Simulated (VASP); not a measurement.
Ga: single point with PBEsol

Crystal: Ga.

```
CELL_PARAMETERS angstrom
2.47118 0.00000 0.00000
-1.23559 2.14010 0.00000
0.00000 0.00000 4.07454
ATOMIC_POSITIONS crystal
Ga 0.33333 0.66667 0.25000
Ga 0.66667 0.33333 0.75000
```

- Program: VASP 6.6.1
- Task: single point
- Functional: PBEsol
- Potentials or basis: VASP PAW PBE potentials, release 64 (Ga_d)
- Cutoff: 520 eV
- k mesh: 17 × 17 × 9
- Occupations: fermi-dirac, width 0.08 eV
- Spin: no spin polarisation

The pressure is 100.7 GPa. The band gap on the k mesh is zero (band 13 reaches 17.71 eV, above the bottom of band 14 at 8.72 eV).

Levels at points of the mesh, in eV from the Fermi level:
| k point | band 11 | band 12 | band 13 | band 14 | band 15 | band 16 |
| --- | --- | --- | --- | --- | --- | --- |
| (0.00, 0.00, 0.00) | -15.54 | -7.80 | -5.79 | 15.25 | 15.25 | 17.20 |

Run time: 23 s on 1 thread of AMD EPYC 9R45 96-Core Processor (Zen 5) (shared host), peak memory 0.14 GiB.

Caveat: the PAW data sets were made with another functional, which shifts forces and pressure a little.
